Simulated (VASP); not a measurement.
Set up this calculation in VASP 6.6.1, as the native input.

```
Task                   : single point
Functional             : PBE
Dispersion             : D3(BJ)
Potentials or basis    : VASP PAW PBE potentials, release 64 (Sb)
Cutoff                 : 520 eV
k mesh                 : 3 × 2 × 1
Occupations            : gaussian, width 0.1 eV
Spin                   : no spin polarisation
Dipole correction      : yes
Further INCAR settings : ALGO = Normal; EDIFF = 1e-06; NBANDS = 42
```

The structure of Sb lies in POSCAR:

```
Sb
1.0
    6.1229478380      0.0000000000      0.0000000000
    0.0000000000      8.6591558742      0.0000000000
    0.0000000000      0.0000000000     20.3295779371
Sb
12
Direct
    0.0000000000      0.2500000000      0.3935153019
    0.0000000000      0.7500000000      0.3935153019
    0.5000000000      0.2500000000      0.3935153019
    0.5000000000      0.7500000000      0.3935153019
    0.0000000000      0.5000000000      0.4987390626
    0.0000000000      0.0000000000      0.4987390626
    0.5000000000      0.5000000000      0.4987390626
    0.5000000000      0.0000000000      0.4987390626
    0.0000000000      0.7500000000      0.6039348583
    0.0000000000      0.2500000000      0.6039348583
    0.5000000000      0.7500000000      0.6039348583
    0.5000000000      0.2500000000      0.6039348583
```

The input as run:

INCAR

```
SYSTEM = Sb
PREC = Accurate
ENCUT = 520
EDIFF = 1E-6
ISMEAR = 0
SIGMA = 0.1
LREAL = .False.
LASPH = .True.
NELM = 100
ALGO = Normal
ISIF = 2
LWAVE = .False.
LCHARG = .False.
LDIPOL = .True.
IDIPOL = 3
DIPOL = 0.5 0.5 0.499
GGA = PE
IVDW = 12
NBANDS = 42
```

KPOINTS

```
regular mesh
0
Gamma
  3 2 1
  0 0 0
```

Potentials or basis: VASP PAW PBE potentials, release 64 (Sb).

Command:

```console
$ cat potpaw_PBE.64/Sb/POTCAR > POTCAR
$ mpirun -np 1 vasp_std > vasp.out
```

Results of the run:

| Item | Value |
| --- | --- |
| Largest force | 0.007 eV/Å |
| Band gap on the k mesh | 0.05 eV |
| Dispersion energy per atom | -0.320 eV |

Caveat: spin-orbit coupling is left out, which moves the levels of the heavy elements.

Wall time 5.7 min on 1 thread of Intel(R) Xeon(R) Platinum 8488C (Sapphire Rapids), on a shared host, peak memory 0.93 GiB.
